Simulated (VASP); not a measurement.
# FeSi: single point with PBEsol

FeSi:

```xyz
32
Lattice="4.4031 0.0000 0.0000 0.0000 8.8061 0.0000 0.0000 0.0000 8.8061" Properties=species:S:1:pos:R:3 pbc="T T T"
Fe    3.8427    2.7547    1.6120
Fe    2.8902    1.6385    3.8156
Fe    1.6349    3.7250    2.7602
Fe    0.6331    0.4908    0.5995
Fe    3.9185    2.9047    6.0535
Fe    2.7585    1.4478    8.1752
Fe    1.5915    3.8552    7.2217
Fe    0.6336    0.6528    4.9710
Fe    3.7412    7.2101    1.6023
Fe    2.8135    6.0383    3.7535
Fe    1.5436    8.1803    2.7990
Fe    0.6500    4.9599    0.6386
Fe    3.7727    7.3111    6.0149
Fe    2.8009    5.9308    8.2313
Fe    1.5678    8.0855    7.1774
Fe    0.5974    5.1271    5.0588
Si    0.8004    1.5747    2.8708
Si    1.4275    2.8836    0.5798
Si    2.9109    0.7123    1.5891
Si    3.8462    3.8376    3.6476
Si    0.6681    1.4156    7.3567
Si    1.5710    3.0308    5.1482
Si    2.7963    0.7662    5.9019
Si    3.6760    3.7011    8.2018
Si    0.7075    5.8348    2.8457
Si    1.4299    7.2205    0.6217
Si    2.9089    5.0327    1.5030
Si    3.6366    8.1702    3.6968
Si    0.6029    5.9000    7.3098
Si    1.3814    7.3954    4.9933
Si    2.9688    5.2306    5.9414
Si    3.5629    8.0131    8.1706
```

```json
{
 "Program": "VASP 6.6.1",
 "Task": "single point",
 "Functional": "PBEsol",
 "Potentials or basis": "VASP PAW PBE potentials, release 64 (Fe, Si)",
 "Cutoff": "520 eV",
 "k mesh": "4 × 2 × 2",
 "Occupations": "fermi-dirac, width 0.069 eV",
 "Spin": "no spin polarisation"
}
```

```
Pressure               : 2.2 GPa
Largest force          : 1.891 eV/Å
Band gap on the k mesh : 0.04 eV
```

Forces in eV/Å, atoms in the order of the input:
```
Fe  -0.619  0.654 -0.505
Fe  -0.479  0.682  0.119
Fe   0.288  0.636  0.521
Fe  -0.868  0.694  0.116
Fe  -1.269 -0.898 -0.159
Fe   0.795  1.462  0.548
Fe   0.645 -0.212  0.031
Fe  -0.851  0.680  0.540
Fe   0.336 -0.489  0.100
Fe  -0.192 -0.101  0.550
Fe   0.066  0.236 -0.477
Fe  -0.789  0.692 -0.247
Fe  -0.378 -0.328 -0.115
Fe  -0.138 -0.052 -0.353
Fe  -0.557  1.091 -0.176
Fe   0.817 -0.636 -0.617
Si  -0.233 -0.969  0.472
Si   1.092 -0.885  0.563
Si   0.072 -0.467 -0.857
Si  -1.255 -1.318  0.513
Si  -0.538  0.198 -0.932
Si   0.465 -0.673 -0.774
Si   1.162 -0.047  0.185
Si  -0.227 -0.689 -0.903
Si   0.101  0.993  0.224
Si   0.146  0.233  0.970
Si   0.155  0.598  0.147
Si   0.467 -0.197  0.119
Si   0.849  0.024  0.173
Si   1.129 -1.112  0.339
Si  -1.405 -0.808 -0.200
Si   1.212  1.011  0.087
```

Stress tensor (GPa, compression positive):
```
 2.38 -0.05  0.17
-0.05  2.41 -0.49
 0.17 -0.49  1.72
```

Levels at points of the mesh, in eV from the valence-band top:
```
           k point  band 94  band 95  band 96  band 97  band 98  band 99
(0.00, 0.00, 0.00)    -0.05    -0.04    -0.02     0.10     0.11     0.14
(0.50, 0.00, 0.00)    -0.36    -0.07    -0.07     0.11     0.16     0.33
(0.00, 0.50, 0.00)    -0.08    -0.07    -0.01     0.19     0.24     0.27
(0.00, 0.00, 0.50)    -0.08    -0.07    -0.03     0.15     0.16     0.24
(0.50, 0.50, 0.00)    -0.29    -0.27    -0.22     0.17     0.19     0.23
(0.50, 0.00, 0.50)    -0.27    -0.24    -0.21     0.23     0.24     0.28
(0.00, 0.50, 0.50)    -0.07    -0.05     0.00     0.04     0.07     0.13
(0.50, 0.50, 0.50)    -0.36    -0.35    -0.31     0.16     0.19     0.21
```

Wall time 73 min on 1 thread of Intel Xeon 8259CL, with other jobs on the host, peak memory 0.62 GiB.

Caveat: the atoms stand as in a frame of molecular dynamics; the PAW data sets were made with another functional, which shifts forces and pressure a little. A k mesh can miss the band edges.
